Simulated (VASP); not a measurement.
# In11Si2Bi11 in VASP: further runs, part 2 of 3

VASP 6.6.1. The steps go on from the part before.

## (3) Single point, PBE

Contents of INCAR:

```
PREC = Accurate
ENCUT = 520
EDIFF = 1E-6
ISMEAR = -1
SIGMA = 0.05
LREAL = Auto
LASPH = T
NELM = 60
ALGO = Normal
ISIF = 2
LWAVE = F
LCHARG = T
GGA = PE
LELF = T
LVHAR = T
NBANDS = 176
ISYM = 0
```

Contents of KPOINTS:

```
Automatic mesh
0
Gamma
  1 1 1
  0.25 0.25 0.25
```

Contents of POSCAR:

```
In11Si2Bi11
1.0
    9.1617040000     -0.1627120000      0.1438240000
   -0.1627120000      8.9767840000      0.1858420000
    0.1438240000      0.1858420000      8.6471420000
Bi In Si
11 11 2
Direct
    0.5080708971      0.8211725787      0.0531654108
    0.5278369590      0.5562356426      0.3535379011
    0.0586663969      0.7601081621      0.8295107613
    0.9757880602      0.5231871703      0.4488017090
    0.0038115127      0.2004146320      0.7531629938
    0.8283784106      0.9565196421      0.5121010827
    0.8733820221      0.0800496047      0.1399937835
    0.1669564981      0.8531106646      0.4121170737
    0.4283698195      0.2839093189      0.1909970790
    0.2759214468      0.4452084037      0.6252303309
    0.5222041697      0.9794179093      0.3667678320
    0.2331667042      0.0786959034      0.9932517620
    0.8408118847      0.5059793068      0.8308091697
    0.5697226456      0.1768338924      0.8545218809
    0.1573055787      0.1784239311      0.4101301936
    0.8091684245      0.7215287727      0.1012821127
    0.6327357640      0.6971917432      0.6287384784
    0.1723215341      0.6670448291      0.1392765474
    0.7041674767      0.3014480543      0.5325622162
    0.3671959449      0.9207759563      0.7185152696
    0.4716150570      0.5091968040      0.8772866554
    0.7596613475      0.3947719072      0.1645046728
    0.1493384731      0.4501935941      0.9367769912
    0.0476470419      0.3483852915      0.1851316415
```

Potentials or basis: VASP PAW PBE potentials, release 64 (Bi_d, In_d, Si).

The run is started by

```console
cat potpaw_PBE.64/Bi_d/POTCAR potpaw_PBE.64/In_d/POTCAR potpaw_PBE.64/Si/POTCAR > POTCAR
mpirun -np 1 vasp_std > vasp.out
```

OUTCAR:

```text
PREC = Accurate
   ENCUT = 520
   EDIFF = 1E-6
   ISMEAR = -1
   LREAL = Auto
   LASPH = T
   NELM = 60
   ISIF = 2
   GGA = PE
   ISYM = 0

 ion  position               nearest neighbor table
   1  0.508  0.821  0.053-  16 2.97  11 3.12  21 3.26  20 3.31  18 3.38   2 3.46  12 3.52  14 3.58

   2  0.528  0.556  0.354-  17 2.92   9 3.00  22 3.08  19 3.22  10 3.34   1 3.46  16 3.57  11 3.81
                            18 3.94
   3  0.059  0.760  0.830-  13 2.98  18 3.00  23 3.05  16 3.23  20 3.23  12 3.59   8 3.77   6 3.92
[... 25 lines left out ...]
  17  0.633  0.697  0.629-   2 2.92  21 2.99   6 3.01  13 3.14  20 3.30  11 3.53  19 3.76   4 3.87
                            10 3.91
  18  0.172  0.667  0.139-  23 2.68   8 2.95   3 3.00  24 3.05   4 3.36   1 3.38  16 3.41  21 3.85
                            12 3.87   2 3.94
  19  0.704  0.301  0.533-  14 3.15   4 3.18   2 3.22  22 3.28   6 3.35  13 3.47   5 3.52  11 3.65
                            17 3.76   9 3.95
  20  0.367  0.921  0.719-  12 3.06  14 3.19   3 3.23  17 3.30   1 3.31  11 3.33   8 3.34
  21  0.472  0.509  0.877-  10 2.93  17 2.99  23 3.01  14 3.16   1 3.26   9 3.32  13 3.40  22 3.82
                            18 3.85
  22  0.760  0.395  0.165-  24 2.70  16 2.98   7 3.06  13 3.07   2 3.08   9 3.16  19 3.28   4 3.42
                            14 3.81  21 3.82
  23  0.149  0.450  0.937-  24 2.44  18 2.68  10 2.90  21 3.01   3 3.05  13 3.05   5 3.09  12 3.47

  24  0.048  0.348  0.185-  23 2.44  15 2.67  22 2.70   7 2.89   4 2.89  18 3.05  12 3.46

IMPORTANT INFORMATION: All symmetrisations will be switched off!
NOSYMM: (Re-)initialisation of all symmetry stuff for point group C_1.

----------------------------------------------------------------------------------------

                                     Primitive cell

  volume of cell :     710.4240

  direct lattice vectors                    reciprocal lattice vectors
     9.161704000 -0.162712000  0.143824000     0.109215040  0.002018122 -0.001859897
    -0.162712000  8.976784000  0.185842000     0.002018122  0.111485348 -0.002429579
     0.143824000  0.185842000  8.647142000    -0.001859897 -0.002429579  0.115728297

  length of vectors
[... 130 lines left out ...]
   IVDW    =     0    specifies the selected vdW correction
   LEPSILON=     F    determine dielectric tensor
   LRPA    =     F    only Hartree local field effects (RPA)
 non-spin polarized calculation
  energy-cutoff  :      520.00
  volume of cell :      710.42
 maximum number of plane-waves:     19114
 NGX is ok and might be reduce to    70
   NGX = 35   NGY = 33   NGZ = 33

 number of electron     315.9999987 magnetization

 Free energy of the ion-electron system (eV)
  ---------------------------------------------------
  ext. energy  EPLUGINS =         0.00000000
  ---------------------------------------------------
  free energy    TOTEN  =       -77.90645183 eV

  energy without entropy =      -77.85827797  energy(sigma->0) =      -77.88236490

 E-fermi :   7.0030     XC(G=0):  -9.8648

 val. band max:        6.8637919533   @ k =   0.2500   0.2500   0.2500
 cond. band min:       7.1468225525   @ k =   0.2500   0.2500   0.2500
 fundamental gap:      0.2830305992
 Fermi energy:         7.0029896260

 k-point     1 :       0.2500    0.2500    0.2500
  band No.  band energies     occupation
      1     -16.1318      2.00000
      2     -16.1116      2.00000
      3     -16.0823      2.00000
      4     -16.0783      2.00000
      5     -16.0373      2.00000
      6     -16.0295      2.00000
[... 162 lines left out ...]
    169       8.5298      0.00000
    170       8.6570      0.00000
 [bands above 170 left out]

------------------------ aborting loop because EDIFF is reached ----------------------------------------

  FORCE on cell =-STRESS in cart. coord.  units (eV):
  Direction    XX          YY          ZZ          XY          YZ          ZX
  --------------------------------------------------------------------------------------
  -------------------------------------------------------------------------------------
  Total       13.4039802     12.6616065      8.1357837      0.0885820      6.4563000      1.3700434
  in kB       30.2292046     28.5549729     18.3481522      0.1997737     14.5605119      3.0897779
  external PRESSURE =      25.7107766 kB  Pullay stress =       0.0000000 kB

 VOLUME and BASIS-vectors are now :
 -----------------------------------------------------------------------------
  energy-cutoff  :      520.00
  volume of cell :      710.42
      direct lattice vectors                 reciprocal lattice vectors
     9.161704000 -0.162712000  0.143824000     0.109215040  0.002018122 -0.001859897
    -0.162712000  8.976784000  0.185842000     0.002018122  0.111485348 -0.002429579
     0.143824000  0.185842000  8.647142000    -0.001859897 -0.002429579  0.115728297

 POSITION                                       TOTAL-FORCE (eV/Angst)
 -----------------------------------------------------------------------------------
      4.52883      7.29870      0.68541        -0.111790     -0.112362     -0.043597
      4.79623      4.97302      3.23638        -0.452381      0.751017      0.323975
      0.53311      6.96794      7.32260        -0.129918      0.219769     -0.226476
      8.91930      4.62117      4.11842        -0.117033      0.196088     -0.552541
      0.11063      1.93843      6.55050        -0.204000     -0.065118     -0.336634
      7.50737      8.54685      4.72511         0.721297      0.436116      0.335331
[... 16 lines left out ...]
      1.42967      4.19108      8.20559        -0.054482     -0.066555     -0.186615
      0.40647      3.15403      1.67246        -0.088778      0.107998     -0.020691
 -----------------------------------------------------------------------------------
    total drift:                                0.063481      0.024042      0.021763

  FREE ENERGIE OF THE ION-ELECTRON SYSTEM (eV)
  ---------------------------------------------------
  free  energy   TOTEN  =       -77.9064518336 eV

  energy  without entropy=      -77.8582779697  energy(sigma->0) =      -77.88236490
```

stdout:

```text
POSCAR found type information on POSCAR BiInSi
 POSCAR found :  3 types and      24 ions
 scaLAPACK will be used
 LDA part: xc-table for (Slater+PW92), standard interpolation
 POSCAR, INCAR and KPOINTS ok, starting setup
 FFT: planning ... GRIDC
 FFT: planning ... GRID_SOFT
 FFT: planning ... GRID
 WAVECAR not read
 entering main loop
```

Wall time 4.3 min (1 thread of Intel Xeon Platinum 8259CL at 2.50GHz (Skylake/Cascade Lake), shared host); peak memory 0.66 GiB.

Results:

```
Free energy   : -77.9065 eV
Pressure      : 2.6 GPa
Largest force : 0.996 eV/Å
```

Forces in eV/Å, atoms in the order of the input:
```
Bi  -0.112 -0.112 -0.044
Bi  -0.452  0.751  0.324
Bi  -0.130  0.220 -0.226
Bi  -0.117  0.196 -0.553
Bi  -0.204 -0.065 -0.337
Bi   0.721  0.436  0.335
Bi  -0.150 -0.383 -0.132
Bi   0.304 -0.283  0.147
Bi  -0.040 -0.655 -0.162
Bi   0.015 -0.331 -0.940
Bi  -0.508  0.439 -0.045
In  -0.234 -0.119  0.109
In  -0.366 -0.389 -0.004
In   0.290 -0.256 -0.060
In   0.071  0.441  0.317
In   0.366  0.181  0.372
In   0.141  0.166  0.348
In   0.473  0.390  0.177
In  -0.172 -0.405  0.393
In   0.100 -0.209 -0.199
In   0.166 -0.118  0.608
In  -0.017  0.064 -0.222
Si  -0.054 -0.067 -0.187
Si  -0.089  0.108 -0.021
```

Levels at points of the mesh, in eV from the Fermi level:
```csv
k point,band 155,band 156,band 157,band 158,band 159,band 160,band 161,band 162
"(0.25, 0.25, 0.25)",-0.71,-0.44,-0.33,-0.14,0.14,0.25,0.53,0.66
```

Caveat: the k points lie up to 0.73 Å⁻¹ apart; the atoms stand as in a frame of molecular dynamics; spin-orbit coupling is left out, which moves the levels of the heavy elements.

(Part 2 of 3 ends here.)
